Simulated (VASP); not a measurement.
Crystal: Zn.

```
CELL_PARAMETERS angstrom
-1.56904 1.56904 1.56904
1.56904 -1.56904 1.56904
1.56904 1.56904 -1.56904
ATOMIC_POSITIONS crystal
Zn 0.00000 0.00000 0.00000
```

| Quantity | Value |
| --- | --- |
| Program | VASP 6.6.1 |
| Task | relaxation of cell and atoms |
| Functional | revPBE |
| Dispersion | D3(BJ) |
| Potentials or basis | VASP PAW PBE potentials, release 64 (Zn) |
| Cutoff | 600 eV |
| k mesh | 12 × 12 × 12 |
| Occupations | fermi-dirac, width 0.05 eV |
| Spin | no spin polarisation |

At the start: pressure -6.2 GPa; volume 15.45 Å³/atom.

How do energy, volume and symmetry change on relaxing?

Over 3 steps the energy falls by 30.9 meV/atom and the volume is 14.05 Å³/atom (-9.1 %); space group Im-3m (No. 229, to 0.05 Å).

The path:
```tsv
step	energy change (eV)	largest force (eV/Å)	pressure (GPa)	volume (Å³)
1	0.0000	0.0000	-6.17	15.45
2	-0.0306	0.0000	-0.71	14.16
3	-0.0309	0.0000	-0.09	14.05
```

Final structure:
```
Zn
1.0
    -1.52000    1.52000    1.52000
     1.52000   -1.52000    1.52000
     1.52000    1.52000   -1.52000
Zn
1
Cartesian
  0.0000 0.0000 0.0000
```

Caveat: the PAW data sets were made with another functional, which shifts forces and pressure a little; pairwise dispersion overbinds metals, which lowers pressure and volume.
